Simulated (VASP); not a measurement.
# Pd in VASP: a series of runs

Pd is run at these levels: PBE; tasks: single point.

Program: VASP 6.6.1. These are calculated values, not measurements. Logs are shortened: lines on timing, memory, paths and dates and some standing lists are left out, and cuts for length are marked.

## 1. The cell of the first run

The cell holds a slab with vacuum, 4 atoms: a = 2.790 Å, b = 3.946 Å, c = 20.186 Å, α = 90.00°, β = 90.00°, γ = 90.00°.

## 2. Single point, PBE

INCAR

```
PREC = Accurate
ENCUT = 520
EDIFF = 1E-6
ISMEAR = -1
SIGMA = 0.1
LREAL = F
LASPH = T
NELM = 80
ALGO = Normal
ISIF = 2
LWAVE = F
LCHARG = F
LDIPOL = T
IDIPOL = 3
DIPOL = 0.5 0.5 0.500
GGA = PE
NBANDS = 28
```

KPOINTS

```
Automatic mesh
0
Gamma
  12 8 1
```

POSCAR

```
Pd
1.0
    2.7903171796      0.0000000000      0.0000000000
    0.0000000000      3.9461043987      0.0000000000
    0.0000000000      0.0000000000     20.1855000000
Pd
4
Direct
    0.2500000000      0.2500000000      0.3963246942
    0.7500000000      0.7500000000      0.4654415645
    0.2500000000      0.2500000000      0.5345584351
    0.7500000000      0.7500000000      0.6036753058
```

Potentials or basis: VASP PAW PBE potentials, release 64 (Pd).

Started as:

```console
$ cat potpaw_PBE.64/Pd/POTCAR > POTCAR
$ mpirun -np 1 vasp_std > vasp.out
```

OUTCAR:

```text
PREC = Accurate
   ENCUT = 520
   EDIFF = 1E-6
   ISMEAR = -1
   LREAL = F
   LASPH = T
   NELM = 80
   ISIF = 2
   GGA = PE

 ion  position               nearest neighbor table
   1  0.250  0.250  0.396-   3 2.79   2 2.79   2 2.79   2 2.79   2 2.79
   2  0.750  0.750  0.465-   1 2.79   1 2.79   1 2.79   1 2.79   3 2.79   3 2.79   3 2.79   3 2.79
                             4 2.79
   3  0.250  0.250  0.535-   1 2.79   2 2.79   2 2.79   2 2.79   2 2.79   4 2.79   4 2.79   4 2.79
                             4 2.79
   4  0.750  0.750  0.604-   3 2.79   3 2.79   3 2.79   3 2.79   2 2.79

  LATTYP: Found a simple orthorhombic cell.
 ALAT       =     2.7903171796
 B/A-ratio  =     1.4142135624
 C/A-ratio  =     7.2341238292

  Lattice vectors:

 A1 = (   2.7903171796,   0.0000000000,   0.0000000000)
 A2 = (   0.0000000000,   3.9461043987,   0.0000000000)
 A3 = (   0.0000000000,   0.0000000000,  20.1855000000)

Analysis of symmetry for initial positions (statically):
=====================================================================
 Subroutine PRICEL returns:
 Original cell was already a primitive cell.

 Routine SETGRP: Setting up the symmetry group for a
 simple orthorhombic supercell.

 Subroutine GETGRP returns: Found  8 space group operations
 (whereof  2 operations were pure point group operations)
 out of a pool of  8 trial point group operations.

The static configuration has the point symmetry S_2 .
 The point group associated with its full space group is D_2h.

Analysis of symmetry for dynamics (positions and initial velocities):
=====================================================================
 Subroutine PRICEL returns:
 Original cell was already a primitive cell.

 Routine SETGRP: Setting up the symmetry group for a
 simple orthorhombic supercell.

 Subroutine GETGRP returns: Found  8 space group operations
 (whereof  2 operations were pure point group operations)
 out of a pool of  8 trial point group operations.

The dynamic configuration has the point symmetry S_2 .
 The point group associated with its full space group is D_2h.

 Subroutine INISYM returns: Found  8 space group operations
 (whereof  2 operations are pure point group operations),
 and found     1 'primitive' translations

----------------------------------------------------------------------------------------

                                     Primitive cell

  volume of cell :     222.2602

  direct lattice vectors                    reciprocal lattice vectors
     2.790317180  0.000000000  0.000000000     0.358382197  0.000000000  0.000000000
     0.000000000  3.946104399  0.000000000     0.000000000  0.253414481  0.000000000
     0.000000000  0.000000000 20.185500000     0.000000000  0.000000000  0.049540512

  length of vectors
     2.790317180  3.946104399 20.185500000     0.358382197  0.253414481  0.049540512

  position of ions in fractional coordinates (direct lattice)
     0.250000000  0.250000000  0.396324694
     0.750000000  0.750000000  0.465441564
     0.250000000  0.250000000  0.534558435
     0.750000000  0.750000000  0.603675306

  ion indices of the primitive-cell ions
   primitive index   ion index
                 1           1
                 2           2
                 3           3
                 4           4

----------------------------------------------------------------------------------------

 KPOINTS: Automatic mesh

Automatic generation of k-mesh.
 Grid dimensions read from file:
 generate k-points for:   12    8    1

 Generating k-lattice:

  Cartesian coordinates                     Fractional coordinates (reciprocal lattice)
     0.029865183  0.000000000  0.000000000     0.083333333  0.000000000  0.000000000
     0.000000000  0.031676810  0.000000000     0.000000000  0.125000000  0.000000000
     0.000000000  0.000000000  0.049540512     0.000000000  0.000000000  1.000000000

  Length of vectors
     0.029865183  0.031676810  0.049540512

  Shift w.r.t. Gamma in fractional coordinates (k-lattice)
     0.000000000  0.000000000  0.000000000

 Subroutine IBZKPT returns following result:
 ===========================================

 Found     35 irreducible k-points:

 Following reciprocal coordinates:
            Coordinates               Weight
  0.000000  0.000000  0.000000      1.000000
  0.083333  0.000000  0.000000      2.000000
  0.166667  0.000000  0.000000      2.000000
  0.250000  0.000000  0.000000      2.000000
  0.333333  0.000000  0.000000      2.000000
  0.416667  0.000000  0.000000      2.000000
[... 16 lines left out ...]
  0.083333  0.375000  0.000000      4.000000
  0.166667  0.375000  0.000000      4.000000
 [... further k-points ...]
   k-points           NKPTS =     35   k-points in BZ     NKDIM =     35   number of bands    NBANDS=     28
   number of dos      NEDOS =    301   number of ions     NIONS =      4
   total plane-waves  NPLWV = 108000
   dimension x,y,z NGX =    24 NGY =   30 NGZ =  150
   dimension x,y,z NGXF=    48 NGYF=   60 NGZF=  300
   ions per type =               4
   NGX,Y,Z   is equivalent  to a cutoff of  14.30, 12.64, 12.35 a.u.
   NGXF,Y,Z  is equivalent  to a cutoff of  28.60, 25.28, 24.71 a.u.
 SYSTEM =  unknown system
   PREC   = accura    normal or accurate (medium, high low for compatibility)
   ISTART =      0    job   : 0-new  1-cont  2-samecut
   ICHARG =      2    charge: 1-file 2-atom 10-const
   ISPIN  =      1    spin polarized calculation?
   LNONCOLLINEAR =      F non collinear calculations
   LSORBIT =      F    spin-orbit coupling
   LASPH  =      T    aspherical Exc in radial PAW
   ENCUT  =  520.0 eV  38.22 Ry    6.18 a.u.   5.19  7.34 37.53*2*pi/ulx,y,z
   NELM   =     80;   NELMIN=  2; NELMDL= -5     # of ELM steps
   EDIFF  = 0.1E-05   stopping-criterion for ELM
   LREAL  =      F    real-space projection
   EDIFFG = 0.1E-04   stopping-criterion for IOM
   NSW    =      0    number of steps for IOM
   IBRION =     -1    ionic relax: 0-MD 1-quasi-New 2-CG
   NFREE  =      0    steps in history (QN), initial steepest desc. (CG)
   ISIF   =      2    stress and relaxation
   ISYM   =      2    0-nonsym 1-usesym 2-fastsym
   POTIM  = 0.5000    time-step for ionic-motion
   TEBEG  =    0.0;   TEEND  =   0.0 temperature during run
   PSTRESS=    0.0 pullay stress
   NELECT =      40.0000    total number of electrons
   NUPDOWN=      -1.0000    fix difference up-down
   EMIN   =  10.00;   EMAX   =-10.00  energy-range for DOS
   EFERMI =   0.00;   METHOD = LEGACY
   ISMEAR =    -1;   SIGMA  =   0.10  broadening in eV -4-tet -1-fermi 0-gaus
   EFERMI_NEDOS =   21; number of points for ismear=-14 and -15
   IALGO  =     38    algorithm
   IMIX   =      4    mixing-type and parameters
     AMIX     =   0.40;   BMIX     =  1.00
     AMIX_MAG =   1.60;   BMIX_MAG =  1.00
  volume/ion in A,a.u.               =      55.57       374.97
  Fermi-wavevector in a.u.,A,eV,Ry     =   0.924289  1.746652 11.623586  0.854309
  Thomas-Fermi vector in A             =   2.050018
   LORBIT       =      0    0 simple, 1 ext, 2 COOP (PROOUT), +10 PAW based schemes
   GGA     = PE    functional components
   LHFCALC =     F    Hartree Fock is set to
   AEXX    =    0.0000 exact exchange contribution
   IVDW    =     0    specifies the selected vdW correction
   LEPSILON=     F    determine dielectric tensor
   LRPA    =     F    only Hartree local field effects (RPA)
 non-spin polarized calculation
  energy-cutoff  :      520.00
  volume of cell :      222.26
 maximum number of plane-waves:      6022
 NGX is ok and might be reduce to    24
   NGX = 11   NGY = 15   NGZ = 75

 dipolmoment           0.000000      0.000000     -0.000000 electrons x Angstroem

 number of electron      40.0000005 magnetization

 dipolmoment           0.000000      0.000000      0.000000 electrons x Angstroem

 Free energy of the ion-electron system (eV)
  ---------------------------------------------------
  ext. energy  EPLUGINS =         0.00000000
  ---------------------------------------------------
  free energy    TOTEN  =       -18.74391609 eV

  energy without entropy =      -18.43608615  energy(sigma->0) =      -18.59000112

 E-fermi :  -1.0458     XC(G=0):  -4.5221

 val. band max:       -1.0461581363   @ k =   0.4167   0.1250   0.0000
 cond. band min:      -1.0436690989   @ k =   0.3333   0.0000   0.0000
 fundamental gap:      0.0024890374
 Fermi energy:        -1.0457519057

 k-point     1 :       0.0000    0.0000    0.0000
  band No.  band energies     occupation
      1      -6.7492      2.00000
      2      -5.5226      2.00000
      3      -5.1091      2.00000
      4      -4.5843      2.00000
      5      -4.5501      2.00000
      6      -3.8735      2.00000
[... 20 lines left out ...]
     27       4.5664      0.00000
     28       4.8296      0.00000

 k-point     2 :       0.0833    0.0000    0.0000
  band No.  band energies     occupation
      1      -6.5937      2.00000
      2      -5.4042      2.00000
      3      -5.0342      2.00000
      4      -4.4325      2.00000
      5      -4.4138      2.00000
      6      -3.9570      2.00000
[... 20 lines left out ...]
     27       4.7139      0.00000
     28       4.9636      0.00000

 k-point     3 :       0.1667    0.0000    0.0000
  band No.  band energies     occupation
      1      -6.1701      2.00000
      2      -5.1626      2.00000
      3      -4.7904      2.00000
      4      -4.2812      2.00000
      5      -4.2116      2.00000
      6      -4.1618      2.00000
[... 20 lines left out ...]
     27       5.3584      0.00000
     28       5.4123      0.00000

 k-point     4 :       0.2500    0.0000    0.0000
  band No.  band energies     occupation
      1      -5.6462      2.00000
      2      -5.0756      2.00000
      3      -4.6537      2.00000
      4      -4.5612      2.00000
      5      -4.3260      2.00000
      6      -4.2231      2.00000
[... 20 lines left out ...]
     27       5.9936      0.00000
     28       6.7895      0.00000

 k-point     5 :       0.3333    0.0000    0.0000
  band No.  band energies     occupation
      1      -5.3634      2.00000
      2      -5.1721      2.00000
      3      -4.9607      2.00000
      4      -4.8883      2.00000
      5      -4.1128      2.00000
      6      -3.9866      2.00000
[... 20 lines left out ...]
     27       6.6853      0.00000
     28       6.7452      0.00000

 k-point     6 :       0.4167    0.0000    0.0000
  band No.  band energies     occupation
      1      -5.3636      2.00000
      2      -5.3082      2.00000
      3      -5.1558      2.00000
      4      -5.1177      2.00000
      5      -3.8737      2.00000
      6      -3.8604      2.00000
[... 463 lines left out ...]
      5      -4.2723      2.00000
      6      -4.2723      2.00000
[... 20 lines left out ...]
     27       7.9114      0.00000
     28       7.9114      0.00000

 k-point    22 :       0.0000    0.3750    0.0000
  band No.  band energies     occupation
      1      -5.7417      2.00000
      2      -5.4351      2.00000
      3      -4.9024      2.00000
      4      -4.8342      2.00000
      5      -4.2407      2.00000
      6      -3.7657      2.00000
[... 20 lines left out ...]
     27       5.0207      0.00000
     28       5.1412      0.00000

 k-point    23 :       0.0833    0.3750    0.0000
  band No.  band energies     occupation
      1      -5.5912      2.00000
      2      -5.2904      2.00000
      3      -4.7615      2.00000
      4      -4.7066      2.00000
      5      -4.2210      2.00000
      6      -3.8378      2.00000
[... 20 lines left out ...]
     27       5.1573      0.00000
     28       5.2621      0.00000

 k-point    24 :       0.1667    0.3750    0.0000
  band No.  band energies     occupation
      1      -5.2064      2.00000
      2      -4.9149      2.00000
      3      -4.5245      2.00000
      4      -4.4117      2.00000
      5      -4.2364      2.00000
      6      -3.8456      2.00000
[... 20 lines left out ...]
     27       5.5668      0.00000
     28       5.6195      0.00000

 [... further k-points ...]

------------------------ aborting loop because EDIFF is reached ----------------------------------------

 vacuum level on the upper side and lower side of the slab       (xc-potential included)        -0.129        -0.129

  FORCE on cell =-STRESS in cart. coord.  units (eV):
  Direction    XX          YY          ZZ          XY          YZ          ZX
  --------------------------------------------------------------------------------------
  -------------------------------------------------------------------------------------
  Total       -3.5914873     -3.3942583     -1.1752214      0.0000000      0.0000000      0.0000000
  in kB      -25.8894761    -24.4677374     -8.4716618      0.0000000      0.0000000      0.0000000
  external PRESSURE =     -19.6096251 kB  Pullay stress =       0.0000000 kB

 VOLUME and BASIS-vectors are now :
 -----------------------------------------------------------------------------
  energy-cutoff  :      520.00
  volume of cell :      222.26
      direct lattice vectors                 reciprocal lattice vectors
     2.790317180  0.000000000  0.000000000     0.358382197  0.000000000  0.000000000
     0.000000000  3.946104399  0.000000000     0.000000000  0.253414481  0.000000000
     0.000000000  0.000000000 20.185500000     0.000000000  0.000000000  0.049540512

 POSITION                                       TOTAL-FORCE (eV/Angst)
 -----------------------------------------------------------------------------------
      0.69758      0.98653      8.00001         0.000000      0.000000      0.364184
      2.09274      2.95958      9.39517         0.000000     -0.000000     -0.273174
      0.69758      0.98653     10.79033         0.000000     -0.000000      0.273174
      2.09274      2.95958     12.18549         0.000000      0.000000     -0.364184
 -----------------------------------------------------------------------------------
    total drift:                                0.000000     -0.000000      0.000007

  FREE ENERGIE OF THE ION-ELECTRON SYSTEM (eV)
  ---------------------------------------------------
  free  energy   TOTEN  =       -18.7439160881 eV

  energy  without entropy=      -18.4360861489  energy(sigma->0) =      -18.59000112

 vacuum level on the upper side and lower side of the slab         3.786         3.786
```

Run time: 4.5 min. Hardware: 1 thread of AMD EPYC 7R13 (Zen 3), shared host; peak memory 0.38 GiB.

What came out:

```yaml
Free_energy: -18.7439 eV
Largest_force: 0.364 eV/Å
Band_gap_on_the_k_mesh: zero (bands 20 and 21 overlap by 0.28 eV)
```

Forces on the atoms (eV/Å):
```
Pd   0.000  0.000  0.364
Pd   0.000  0.000 -0.273
Pd   0.000  0.000  0.273
Pd   0.000  0.000 -0.364
```

## 3. Single point, PBE

INCAR

```
SYSTEM = Pd
PREC     = Accurate       ! precision mode
ENCUT    = 520            ! plane-wave cutoff, eV
EDIFF    = 1E-7           ! SCF threshold, eV
ISMEAR   = -1             ! smearing method
SIGMA    = 0.1            ! smearing width, eV
LREAL    = .False.        ! projectors in reciprocal space
LASPH    = .True.         ! aspherical terms in the spheres
NELM     = 80             ! most SCF steps
ALGO     = Normal         ! electronic algorithm
ISIF     = 2              ! what is computed and relaxed
LWAVE    = .False.        ! write WAVECAR
LCHARG   = .True.         ! write CHGCAR
LDIPOL   = .True.       
IDIPOL   = 3            
DIPOL    = 0.5 0.5 0.500
GGA      = PE             ! functional
LELF     = .True.         ! ELF
LVHAR    = .True.       
LVACPOTAV= .True.       
NBANDS   = 28             ! bands
```

KPOINTS

```
regular mesh
0
Gamma
  12 8 1
  0 0 0
```

POSCAR is that of step 2.

Potentials or basis: VASP PAW PBE potentials, release 64 (Pd).

Started as:

```console
$ cat potpaw_PBE.64/Pd/POTCAR > POTCAR
$ mpirun -np 1 vasp_std > vasp.out
```

Wall time 4.9 min (1 thread of AMD EPYC 7R13 (Zen 3), shared host); peak memory 0.38 GiB.

It converged, with:

```yaml
Free_energy: -18.7439 eV
Largest_force: 0.364 eV/Å
Band_gap_on_the_k_mesh: zero (bands 20 and 21 overlap by 0.28 eV)
```

Forces on the atoms (eV/Å):
```
Pd   0.000  0.000  0.364
Pd   0.000  0.000 -0.273
Pd   0.000  0.000  0.273
Pd   0.000  0.000 -0.364
```

Levels at points of the mesh, in eV from the Fermi level:
| k point | band 17 | band 18 | band 19 | band 20 | band 21 | band 22 | band 23 | band 24 |
| --- | --- | --- | --- | --- | --- | --- | --- | --- |
| (0.00, 0.00, 0.00) | -0.63 | -0.35 | -0.34 | -0.31 | -0.15 | 0.19 | 1.15 | 3.60 |
| (0.50, 0.00, 0.00) | -0.10 | -0.10 | 0.08 | 0.08 | 2.62 | 2.62 | 3.36 | 3.36 |
| (0.00, 0.50, 0.00) | -0.39 | -0.39 | -0.22 | -0.22 | 0.03 | 0.03 | 1.09 | 1.09 |
| (0.50, 0.50, 0.00) | 0.03 | 0.03 | 0.08 | 0.08 | 2.77 | 2.77 | 5.99 | 5.99 |
